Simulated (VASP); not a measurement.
Input of a VASP 6.6.1 run:

File POSCAR:

```
N
1.0
    4.0840620000      0.0000000000      0.0000000000
    0.0000000000      4.0840620000      0.0000000000
    0.0000000000      0.0000000000      5.3459130000
N
4
Direct
    0.9042750000      0.9042750000      0.0000000000
    0.5957250000      0.4042750000      0.5000000000
    0.0957250000      0.0957250000      0.0000000000
    0.4042750000      0.5957250000      0.5150000000
```

Contents of INCAR.step1:

```
ALGO     = Normal         # electronic algorithm
EDIFF    = 1E-4           # SCF threshold, eV
ENCUT    = 520            # plane-wave cutoff, eV
GGA      = PE             # functional
ISMEAR   = 0              # smearing method
LASPH    = T              # aspherical terms in the spheres
LCHARG   = F              # write CHGCAR
LREAL    = F              # projectors in reciprocal space
LWAVE    = T              # write WAVECAR
NBANDS   = 18             # bands
NELM     = 60             # most SCF steps
PREC     = Accurate       # precision mode
SIGMA    = 0.01           # smearing width, eV
```

INCAR.step2

```
ALGO     = Normal         # electronic algorithm
EDIFF    = 1E-6           # SCF threshold, eV
ENCUT    = 520            # plane-wave cutoff, eV
ISIF     = 2              # what is computed and relaxed
ISMEAR   = 0              # smearing method
ISTART   = 1            
LASPH    = T              # aspherical terms in the spheres
LCHARG   = T              # write CHGCAR
LELF     = T              # ELF
LMIXTAU  = T            
LREAL    = F              # projectors in reciprocal space
LVHAR    = T            
LWAVE    = F              # write WAVECAR
METAGGA  = R2SCAN         # meta-GGA
NBANDS   = 18             # bands
NELM     = 60             # most SCF steps
PREC     = Accurate       # precision mode
SIGMA    = 0.01           # smearing width, eV
```

KPOINTS

```
k-points
0
Gamma
  3 3 2
```

Potentials or basis: VASP PAW PBE potentials, release 64 (N).

Command:

```sh
$ cat potpaw_PBE.64/N/POTCAR > POTCAR
$ cp INCAR.step1 INCAR
$ mpirun -np 1 vasp_std > vasp.out
$ cp INCAR.step2 INCAR
$ mpirun -np 1 vasp_std > vasp.out
```

Q: What does it give for the largest force?

A: 0.302 eV/Å.

Q: Estimate the pressure.

A: -0.3 GPa.

Stress tensor (GPa, compression positive):
```
-0.34  0.46  0.01
 0.46 -0.34 -0.01
 0.01 -0.01 -0.22
```

Caveat: the k points lie up to 0.59 Å⁻¹ apart; the standard files for N, O and F lose accuracy on very short bonds; the PAW data sets were made with another functional, which shifts forces and pressure a little.
